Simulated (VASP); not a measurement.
A run of VASP 6.6.1 is set up as follows.

INCAR

```
SYSTEM = ScAl
PREC     = Accurate       ! precision mode
ENCUT    = 500            ! plane-wave cutoff, eV
EDIFF    = 1E-8           ! SCF threshold, eV
ISMEAR   = -1             ! smearing method
SIGMA    = 0.15           ! smearing width, eV
LREAL    = .FALSE.        ! projectors in reciprocal space
LASPH    = .TRUE.         ! aspherical terms in the spheres
NELM     = 120            ! most SCF steps
ALGO     = Normal         ! electronic algorithm
ISIF     = 2              ! what is computed and relaxed
LWAVE    = .FALSE.        ! write WAVECAR
LCHARG   = .FALSE.        ! write CHGCAR
GGA      = PS             ! functional
NBANDS   = 14             ! bands
IBRION   = 8              ! ionic algorithm
NSW      = 1              ! ionic steps
GGA_COMPAT= .FALSE.
```

File KPOINTS:

```
regular mesh
0
G
  12 12 12
  0 0 0
```

File POSCAR:

```
ScAl
1.0
    3.2864339574      0.0000000000      0.0000000000
    0.0000000000      3.2864339574      0.0000000000
    0.0000000000      0.0000000000      3.2864339574
Sc Al
1 1
Direct
    0.5000000000      0.5000000000      0.5000000000
    0.0000000000      0.0000000000      0.0000000000
```

Potentials or basis: VASP PAW PBE potentials, release 64 (Sc_sv, Al).

Launch:

```bash
$ cat potpaw_PBE.64/Sc_sv/POTCAR potpaw_PBE.64/Al/POTCAR > POTCAR
$ mpirun -np 1 vasp_std > vasp.out
```

Estimate the highest phonon frequency at Γ, LO-TO splitting left out.

316 cm⁻¹.

Phonon frequencies in cm⁻¹ (negative: imaginary):
```tsv
q point	frequencies
(0.000, 0.000, 0.000)	0 0 0 316 316 316
```

Caveat: the cell wasn't relaxed at this level first, which shifts response properties.
